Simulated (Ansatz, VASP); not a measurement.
Two plane-wave programs on Co

```xyz
2
Lattice="0.0000 2.4293 2.4293 2.4293 0.0000 2.4293 2.4293 2.4293 0.0000" Properties=species:S:1:pos:R:3 pbc="T T T"
Co    0.6073    0.6073    0.6073
Co    4.2514    4.2514    4.2514
```

Alike in both runs: task single point; functional PBE; k mesh 12 × 12 × 12; occupations fermi-dirac, width 0.1 eV; no spin polarisation.

|  | VASP | Ansatz |
| --- | --- | --- |
| version | VASP 6.6.1 | Ansatz 0.2.0 |
| potentials or method | VASP PAW PBE potentials, release 64 (Co_sv), cutoff 600 eV | plane waves (420 eV) with PAW, scalar-relativistic |
| valence electrons in the cell | 34 | 34 |

|  | VASP | Ansatz | Ansatz less VASP |
| --- | --- | --- | --- |
| pressure (GPa) | 3.1 | 5.8 | +2.75 |
